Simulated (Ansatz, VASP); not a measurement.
**Zr3ZnN2: VASP beside Ansatz**

INCAR

```
PREC = Accurate
ENCUT = 600
EDIFF = 1E-7
ISMEAR = 0
SIGMA = 0.1
LREAL = F
LASPH = T
NELM = 120
ALGO = Normal
ISIF = 3
LWAVE = F
LCHARG = F
GGA = PE
IBRION = 2
NSW = 100
EDIFFG = -0.01
GGA_COMPAT = F
NELMIN = 4
```

File KPOINTS:

```
Automatic mesh
0
Gamma
  8 8 12
```

The input POSCAR:

```
Zr3ZnN2
1.0
    2.8625216456     -6.1468335053      0.0000000000
    2.8625216456      6.1468335053      0.0000000000
    0.0000000000      0.0000000000      3.0774483680
Zr Zn N
3 1 2
Direct
    0.7873960215      0.2126039785      0.0000000000
    0.2126039785      0.7873960215      0.0000000000
    0.5000000000      0.5000000000      0.5000000000
    0.0000000000      0.0000000000      0.0000000000
    0.5000000000      0.0000000000      0.5000000000
    0.0000000000      0.5000000000      0.5000000000
```

Input for Ansatz:

```yaml
crystal:
  lattice:
    - [2.8625216456, -6.1468335053, 0.0]
    - [2.8625216456, 6.1468335053, 0.0]
    - [0.0, 0.0, 3.077448368]
  atoms:
    - { symbol: Zr, position: [0.7873960215, 0.2126039785, 0.0] }
    - { symbol: Zr, position: [0.2126039785, 0.7873960215, 0.0] }
    - { symbol: Zr, position: [0.5, 0.5, 0.5] }
    - { symbol: Zn, position: [0.0, 0.0, 0.0] }
    - { symbol: "N", position: [0.5, 0.0, 0.5] }
    - { symbol: "N", position: [0.0, 0.5, 0.5] }
basis:
  ecutwfc: 420
kpoints:
  mp_grid: { grid: [8, 8, 12] }
hamiltonian:
  xc: pbe
scf:
  occupations: { method: gaussian, width: 0.1 }
output:
  forces: true
  stress: true
  eigenvalues: true
  write_density: true
  write_potential: true
  elf: true
  volumetric_format: npy
relax:
  adjacent_minimum: "off"
  f_tol: 0.01
  max_steps: 80
  cell: { stress_tol: 0.05 }
```

Change from the starting cell: species swapped into the LaAl2Cu3 type (Cmmm, No. 65).

Alike in both runs: task relaxation of cell and atoms; functional PBE; k mesh 8 × 8 × 12; occupations gaussian, width 0.1 eV; no spin polarisation.

```csv
,VASP,Ansatz
version,VASP 6.6.1,Ansatz 0.2.0
potentials or method,"VASP PAW PBE potentials, release 64 (Zr_sv, Zn, N), cutoff 600 eV","scalar-relativistic, plane waves, PAW"
valence electrons in the cell,58,58
```

VASP gave:

* gap on the k mesh at the Fermi level, each at its own relaxed structure (eV): none
* relaxed volume (Å³/atom): 18.04
* relaxed length of the cell vector where the two differ most in proportion (Å): 6.774

Problem. Which values does Ansatz return?

Solution. gap on the k mesh at the Fermi level, each at its own relaxed structure (eV): none; relaxed volume (Å³/atom): 18.05; relaxed length of the cell vector where the two differ most in proportion (Å): 6.792.

A gap of «none» marks a metal or a gap that the smearing closes.
